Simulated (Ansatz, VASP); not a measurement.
Given: the input of a run of VASP 6.6.1 on GeW.

The input INCAR:

```
SYSTEM = GeW
PREC = Accurate
ENCUT = 500
EDIFF = 1E-6
ISMEAR = -1
SIGMA = 0.05
LREAL = .FALSE.
LASPH = .TRUE.
NELM = 120
ALGO = Normal
ISIF = 2
LWAVE = .FALSE.
LCHARG = .FALSE.
GGA = PE
NBANDS = 21
GGA_COMPAT = .FALSE.
```

KPOINTS

```
Automatic mesh
0
G
  9 9 9
  0 0 0
```

Contents of POSCAR:

```
GeW
1.0
    0.0000000000      2.5427731620      2.5427731620
    2.5427731620      0.0000000000      2.5427731620
    2.5427731620      2.5427731620      0.0000000000
Ge W
1 1
Direct
    0.5000000000      0.5000000000      0.5000000000
    0.0000000000      0.0000000000      0.0000000000
```

Potentials or basis: VASP PAW PBE potentials, release 64 (Ge_d, W_sv).

Command:

```sh
$ cat potpaw_PBE.64/Ge_d/POTCAR potpaw_PBE.64/W_sv/POTCAR > POTCAR
$ mpirun -np 1 vasp_std > vasp.out
```

Problem. Translate it to Ansatz 0.2.0. Potentials there: all-electron LAPW, scalar-relativistic.

Solution. As run (the cutoff follows the program's own potentials):

The input input.yaml:

```yaml
crystal:
  lattice:
    - [0.0, 2.542773162, 2.542773162]
    - [2.542773162, 0.0, 2.542773162]
    - [2.542773162, 2.542773162, 0.0]
  atoms:
    - { symbol: Ge, position: [0.5, 0.5, 0.5] }
    - { symbol: W, position: [0.0, 0.0, 0.0] }
kpoints:
  mp_grid: { grid: [9, 9, 9] }
scf:
  occupations: { method: fermi_dirac, width: 0.05 }
hamiltonian:
  xc: pbe
  pseudopotentials: { kind: all_electron, lapw: { basis_error: 0.0005 } }
output:
  forces: true
  stress: true
  eigenvalues: true
```

Potentials or basis: all-electron LAPW, scalar-relativistic.

Launch:

```console
$ ansatz run input.yaml --threads 1 --pin off --max-ram 3072MiB --backend cpu --events-out ev --progress --plain --runs-dir out
```

Both were run:

|  | VASP | Ansatz | Ansatz less VASP |
| --- | --- | --- | --- |
| gap on the k mesh at the Fermi level (eV) | none | none | - |
| pressure (GPa) | 8.2 | 8.0 | -0.20 |

A gap of «none» marks a metal or a gap that the smearing closes. Ansatz ran all-electron here, and VASP with PAW potentials.

Spin-orbit coupling is off throughout.
